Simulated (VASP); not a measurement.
# Ca (I4/mmm) in VASP: a series of runs

Ca is run at these levels: PBEsol; tasks: single point.

Everything below comes from runs of VASP 6.6.1. Logs are shortened: lines on timing, memory, paths and dates and some standing lists are left out, and cuts for length are marked.

### 1 The cell of the first run

Symmetry: I4/mmm, No. 139, tetragonal system. Conventional cell: a = 3.521 Å, b = 3.521 Å, c = 7.040 Å, α = 90.00°, β = 90.00°, γ = 90.00°. Ca (site symmetry 4/mmm) has 12 Ca at 3.52 to 4.31 Å within 4.6 Å.

### 2 Single point, PBEsol

Input file INCAR:

```
PREC = Accurate ; ENCUT = 520
EDIFF = 1E-6 ; ISMEAR = 0
SIGMA = 0.15 ; LREAL = False
LASPH = True ; NELM = 60
ALGO = Fast ; ISIF = 2
LWAVE = False ; LCHARG = False
GGA = PS ; NBANDS = 11
```

Input file KPOINTS:

```
regular mesh
0
Gamma
  16 16 16
```

Input file POSCAR:

```
Ca
1.0
    0.0000000000      2.4894745175      3.5201169678
    2.4894745175      0.0000000000      3.5201169678
    2.4894745175      2.4894745175      0.0000000000
Ca
1
Direct
    0.0000000000      0.0000000000      0.0000000000
```

Potentials or basis: VASP PAW PBE potentials, release 64 (Ca_sv).

Started as:

```sh
$ cat potpaw_PBE.64/Ca_sv/POTCAR > POTCAR
$ mpirun -np 1 vasp_std > vasp.out
```

OUTCAR:

```text
PREC = Accurate
   ENCUT = 520
   EDIFF = 1E-6
   ISMEAR = 0
   LREAL = False
   LASPH = True
   NELM = 60
   ISIF = 2
   GGA = PS

 ion  position               nearest neighbor table
   1  0.000  0.000  0.000-

  LATTYP: Found a body centered tetragonal cell.
 ALAT       =     3.5206486258
 C/A-ratio  =     1.9996979772

  Lattice vectors:

 A1 = (  -2.4894745175,   0.0000000000,   3.5201169678)
 A2 = (   2.4894745175,   0.0000000000,   3.5201169678)
 A3 = (   0.0000000000,   2.4894745175,  -3.5201169678)

Analysis of symmetry for initial positions (statically):
=====================================================================
 Subroutine PRICEL returns:
 Original cell was already a primitive cell.

 Routine SETGRP: Setting up the symmetry group for a
 body centered tetragonal supercell.

 Subroutine GETGRP returns: Found 16 space group operations
 (whereof 16 operations were pure point group operations)
 out of a pool of 16 trial point group operations.

The static configuration has the point symmetry D_4h.

Analysis of symmetry for dynamics (positions and initial velocities):
=====================================================================
 Subroutine PRICEL returns:
 Original cell was already a primitive cell.

 Routine SETGRP: Setting up the symmetry group for a
 body centered tetragonal supercell.

 Subroutine GETGRP returns: Found 16 space group operations
 (whereof 16 operations were pure point group operations)
 out of a pool of 16 trial point group operations.

The dynamic configuration has the point symmetry D_4h.

 Subroutine INISYM returns: Found 16 space group operations
 (whereof 16 operations are pure point group operations),
 and found     1 'primitive' translations

----------------------------------------------------------------------------------------

                                     Primitive cell

  volume of cell :      43.6317

  direct lattice vectors                    reciprocal lattice vectors
     0.000000000  2.489474518  3.520116968    -0.200845599  0.200845599  0.142040735
     2.489474518  0.000000000  3.520116968     0.200845599 -0.200845599  0.142040735
     2.489474518  2.489474518  0.000000000     0.200845599  0.200845599 -0.142040735

  length of vectors
     4.311462262  4.311462262  3.520648626     0.317574368  0.317574368  0.317574368

  position of ions in fractional coordinates (direct lattice)
     0.000000000  0.000000000  0.000000000

  ion indices of the primitive-cell ions
   primitive index   ion index
                 1           1

----------------------------------------------------------------------------------------

 KPOINTS: regular mesh

Automatic generation of k-mesh.
 Grid dimensions read from file:
 generate k-points for:   16   16   16

 Generating k-lattice:

  Cartesian coordinates                     Fractional coordinates (reciprocal lattice)
    -0.012552850  0.012552850  0.008877546     0.062500000  0.000000000  0.000000000
     0.012552850 -0.012552850  0.008877546     0.000000000  0.062500000  0.000000000
     0.012552850  0.012552850 -0.008877546     0.000000000  0.000000000  0.062500000

  Length of vectors
     0.019848398  0.019848398  0.019848398

  Shift w.r.t. Gamma in fractional coordinates (k-lattice)
     0.000000000  0.000000000  0.000000000

 Subroutine IBZKPT returns following result:
 ===========================================

 Found    349 irreducible k-points:

 Following reciprocal coordinates:
            Coordinates               Weight
  0.000000  0.000000  0.000000      1.000000
  0.062500  0.000000  0.000000      8.000000
  0.125000  0.000000  0.000000      8.000000
  0.187500  0.000000  0.000000      8.000000
  0.250000  0.000000  0.000000      8.000000
  0.312500 -0.000000  0.000000      8.000000
[... 16 lines left out ...]
 -0.125000  0.062500  0.000000      8.000000
 -0.062500  0.062500  0.000000      4.000000
 [... further k-points ...]
   k-points           NKPTS =    349   k-points in BZ     NKDIM =    349   number of bands    NBANDS=     11
   number of dos      NEDOS =    301   number of ions     NIONS =      1
   total plane-waves  NPLWV =  28672
   dimension x,y,z NGX =    32 NGY =   32 NGZ =   28
   dimension x,y,z NGXF=    64 NGYF=   64 NGZF=   56
   ions per type =               1
   NGX,Y,Z   is equivalent  to a cutoff of  12.34, 12.34, 13.22 a.u.
   NGXF,Y,Z  is equivalent  to a cutoff of  24.68, 24.68, 26.44 a.u.
 SYSTEM =  unknown system
   PREC   = accura    normal or accurate (medium, high low for compatibility)
   ISTART =      0    job   : 0-new  1-cont  2-samecut
   ICHARG =      2    charge: 1-file 2-atom 10-const
   ISPIN  =      1    spin polarized calculation?
   LNONCOLLINEAR =      F non collinear calculations
   LSORBIT =      F    spin-orbit coupling
   LASPH  =      T    aspherical Exc in radial PAW
   ENCUT  =  520.0 eV  38.22 Ry    6.18 a.u.   8.02  8.02  6.55*2*pi/ulx,y,z
   NELM   =     60;   NELMIN=  2; NELMDL= -5     # of ELM steps
   EDIFF  = 0.1E-05   stopping-criterion for ELM
   LREAL  =      F    real-space projection
   EDIFFG = 0.1E-04   stopping-criterion for IOM
   NSW    =      0    number of steps for IOM
   IBRION =     -1    ionic relax: 0-MD 1-quasi-New 2-CG
   NFREE  =      0    steps in history (QN), initial steepest desc. (CG)
   ISIF   =      2    stress and relaxation
   ISYM   =      2    0-nonsym 1-usesym 2-fastsym
   POTIM  = 0.5000    time-step for ionic-motion
   TEBEG  =    0.0;   TEEND  =   0.0 temperature during run
   PSTRESS=    0.0 pullay stress
   NELECT =      10.0000    total number of electrons
   NUPDOWN=      -1.0000    fix difference up-down
   EMIN   =  10.00;   EMAX   =-10.00  energy-range for DOS
   EFERMI =   0.00;   METHOD = LEGACY
   ISMEAR =     0;   SIGMA  =   0.15  broadening in eV -4-tet -1-fermi 0-gaus
   EFERMI_NEDOS =   21; number of points for ismear=-14 and -15
   IALGO  =     68    algorithm
   IMIX   =      4    mixing-type and parameters
     AMIX     =   0.40;   BMIX     =  1.00
     AMIX_MAG =   1.60;   BMIX_MAG =  1.00
  volume/ion in A,a.u.               =      43.63       294.44
  Fermi-wavevector in a.u.,A,eV,Ry     =   1.001861  1.893242 13.656506  1.003725
  Thomas-Fermi vector in A             =   2.134310
   LORBIT       =      0    0 simple, 1 ext, 2 COOP (PROOUT), +10 PAW based schemes
   GGA     = PS    functional components
   LHFCALC =     F    Hartree Fock is set to
   AEXX    =    0.0000 exact exchange contribution
   IVDW    =     0    specifies the selected vdW correction
   LEPSILON=     F    determine dielectric tensor
   LRPA    =     F    only Hartree local field effects (RPA)
 non-spin polarized calculation
 RMM-DIIS sequential band-by-band and
 Gauss-broadening in eV      SIGMA  =   0.15
  energy-cutoff  :      520.00
  volume of cell :       43.63
 maximum number of plane-waves:      1210
   NGX = 15   NGY = 15   NGZ = 13

 number of electron      10.0000000 magnetization

 Free energy of the ion-electron system (eV)
  ---------------------------------------------------
  ext. energy  EPLUGINS =         0.00000000
  ---------------------------------------------------
  free energy    TOTEN  =        -1.96995945 eV

  energy without entropy =       -1.95368733  energy(sigma->0) =       -1.96182339

 E-fermi :   1.7111     XC(G=0):  -7.6914

 val. band max:        1.7104990613   @ k =  -0.3750   0.1250   0.2500
 cond. band min:       1.7129433558   @ k =  -0.1875   0.3750   0.2500
 fundamental gap:      0.0024442945
 Fermi energy:         1.7110682857

 k-point     1 :       0.0000    0.0000    0.0000
  band No.  band energies     occupation
      1     -40.2220      2.00000
      2     -21.2317      2.00000
      3     -21.1864      2.00000
      4     -21.1864      2.00000
      5      -2.1875      2.00000
      6       3.0768      0.00000
      7       3.5875      0.00000
      8       4.8249      0.00000
      9       4.8249      0.00000
     10       5.8550      0.00000
     11       9.8892      0.00000

 k-point     2 :       0.0625    0.0000    0.0000
  band No.  band energies     occupation
      1     -40.2212      2.00000
      2     -21.2321      2.00000
      3     -21.1947      2.00000
      4     -21.1860      2.00000
      5      -2.1186      2.00000
      6       3.0990      0.00000
      7       3.6022      0.00000
      8       4.7279      0.00000
      9       4.8469      0.00000
     10       5.8043      0.00000
     11       9.9455      0.00000

 k-point     3 :       0.1250    0.0000    0.0000
  band No.  band energies     occupation
      1     -40.2190      2.00000
      2     -21.2337      2.00000
      3     -21.2174      2.00000
      4     -21.1846      2.00000
      5      -1.9144      2.00000
      6       3.1493      0.00000
      7       3.6323      0.00000
      8       4.5059      0.00000
      9       4.9086      0.00000
     10       5.6676      0.00000
     11      10.0214      0.00000

 k-point     4 :       0.1875    0.0000    0.0000
  band No.  band energies     occupation
      1     -40.2158      2.00000
      2     -21.2542      2.00000
      3     -21.2331      2.00000
      4     -21.1825      2.00000
      5      -1.5832      2.00000
      6       3.1901      0.00000
      7       3.5728      0.00000
      8       4.3739      0.00000
      9       4.9922      0.00000
     10       5.4886      0.00000
     11       9.8678      0.00000
[... 239 lines left out ...]
 k-point    22 :      -0.1875    0.0625    0.0000
  band No.  band energies     occupation
      1     -40.2123      2.00000
      2     -21.2927      2.00000
      3     -21.2313      2.00000
      4     -21.1793      2.00000
      5      -1.2850      2.00000
      6       3.2670      0.00000
      7       3.5232      0.00000
      8       4.3038      0.00000
      9       5.0410      0.00000
     10       5.2799      0.00000
     11       9.6150      0.00000

 k-point    23 :      -0.1250    0.0625    0.0000
  band No.  band energies     occupation
      1     -40.2160      2.00000
      2     -21.2521      2.00000
      3     -21.2306      2.00000
      4     -21.1819      2.00000
      5      -1.6855      2.00000
      6       3.2448      0.00000
      7       3.8368      0.00000
      8       4.1253      0.00000
      9       4.9606      0.00000
     10       5.4660      0.00000
     11      10.3527      0.00000

 k-point    24 :      -0.0625    0.0625    0.0000
  band No.  band energies     occupation
      1     -40.2192      2.00000
      2     -21.2309      2.00000
      3     -21.2176      2.00000
      4     -21.1842      2.00000
      5      -1.9671      2.00000
      6       3.1746      0.00000
      7       3.7255      0.00000
      8       4.4343      0.00000
      9       4.8852      0.00000
     10       5.6613      0.00000
     11      10.2484      0.00000

 [... further k-points ...]
[... 5 lines left out ...]
  --------------------------------------------------------------------------------------
  -------------------------------------------------------------------------------------
  Total        0.2842763      0.2842763     -1.3811413      0.0000000     -0.0000000      0.0000000
  in kB       10.4387578     10.4387578    -50.7161443      0.0000000     -0.0000000      0.0000000
  external PRESSURE =      -9.9462096 kB  Pullay stress =       0.0000000 kB

 VOLUME and BASIS-vectors are now :
 -----------------------------------------------------------------------------
  energy-cutoff  :      520.00
  volume of cell :       43.63
      direct lattice vectors                 reciprocal lattice vectors
     0.000000000  2.489474518  3.520116968    -0.200845599  0.200845599  0.142040735
     2.489474518  0.000000000  3.520116968     0.200845599 -0.200845599  0.142040735
     2.489474518  2.489474518  0.000000000     0.200845599  0.200845599 -0.142040735

 POSITION                                       TOTAL-FORCE (eV/Angst)
 -----------------------------------------------------------------------------------
      0.00000      0.00000      0.00000         0.000000     -0.000000      0.000000
 -----------------------------------------------------------------------------------
    total drift:                               -0.000000     -0.000000      0.000000

  FREE ENERGIE OF THE ION-ELECTRON SYSTEM (eV)
  ---------------------------------------------------
  free  energy   TOTEN  =        -1.9699594514 eV

  energy  without entropy=       -1.9536873258  energy(sigma->0) =       -1.96182339
```

Run time: 64 s. Hardware: 1 thread of Intel Xeon 6975P-C (Granite Rapids), shared host; peak memory 0.29 GiB.

What came out:

```
Free energy            : -1.9700 eV
Pressure               : -1.0 GPa
Band gap on the k mesh : zero (band 5 reaches 1.92 eV, above the bottom of band 6 at 1.13 eV)
```

Levels at points of the mesh, in eV from the Fermi level:
```
           k point  band 1  band 2  band 3  band 4  band 5  band 6  band 7  band 8  band 9  band 10
(0.00, 0.00, 0.00)  -41.93  -22.94  -22.90  -22.90   -3.90    1.37    1.88    3.11    3.11     4.14
(0.50, 0.00, 0.00)  -41.91  -23.11  -22.95  -22.88   -0.76    0.04    1.34    2.96    3.74     3.87
(0.50, 0.50, 0.00)  -41.93  -23.01  -22.91  -22.91   -1.40   -0.58    0.87    4.05    4.05     4.25
(0.50, 0.00, 0.50)  -41.90  -23.09  -23.07  -22.93   -0.20    0.82    2.27    3.18    3.37     4.88
```

Caveat: the PAW data sets were made with another functional, which shifts forces and pressure a little.

### 3 Single point, PBEsol

This run uses another cell than the first one, of the same volume but with other edges.

Input file INCAR:

```
SYSTEM = Ca
PREC = Accurate ; ENCUT = 520
EDIFF = 1E-6 ; ISMEAR = 0
SIGMA = 0.15 ; LREAL = .FALSE.
LASPH = .TRUE. ; NELM = 60
ALGO = Fast ; ISIF = 2
LWAVE = .FALSE. ; LCHARG = .FALSE.
GGA = PS ; NBANDS = 11
```

Input file KPOINTS:

```
regular mesh
0
G
  16 16 16
  0 0 0
```

Input file POSCAR:

```
Ca
1.0
    0.0000000000      2.9497452678      2.5072834777
    2.9497452678      0.0000000000      2.5072834777
    2.9497452678      2.9497452678      0.0000000000
Ca
1
Direct
    0.0000000000      0.0000000000      0.0000000000
```

Potentials or basis: VASP PAW PBE potentials, release 64 (Ca_sv).

Started as:

```sh
$ cat potpaw_PBE.64/Ca_sv/POTCAR > POTCAR
$ mpirun -np 1 vasp_std > vasp.out
```

Run time: 83 s. Hardware: 1 thread of Intel Xeon 6975P-C (Granite Rapids), shared host; peak memory 0.29 GiB.

It converged, with:

| Property | Result |
| --- | --- |
| Free energy | -2.1220 eV |
| Pressure | -1.1 GPa |
| Band gap on the k mesh | zero (band 5 reaches 2.04 eV, above the bottom of band 6 at 1.62 eV) |

Stress tensor (GPa, compression positive):
```
-1.27  0.00  0.00
 0.00 -1.27  0.00
 0.00  0.00 -0.91
```

Levels at points of the mesh, in eV from the Fermi level:
| k point | band 3 | band 4 | band 5 | band 6 | band 7 | band 8 |
| --- | --- | --- | --- | --- | --- | --- |
| (0.00, 0.00, 0.00) | -22.94 | -22.93 | -3.99 | 2.13 | 2.13 | 2.75 |
| (0.50, 0.00, 0.00) | -22.97 | -22.94 | -0.97 | -0.16 | 1.73 | 2.64 |
| (0.50, 0.50, 0.00) | -23.01 | -23.01 | -0.14 | 0.34 | 2.07 | 3.96 |
| (0.50, 0.00, 0.50) | -22.98 | -22.96 | -0.63 | 0.42 | 0.80 | 3.75 |

Caveat: the PAW data sets were made with another functional, which shifts forces and pressure a little.
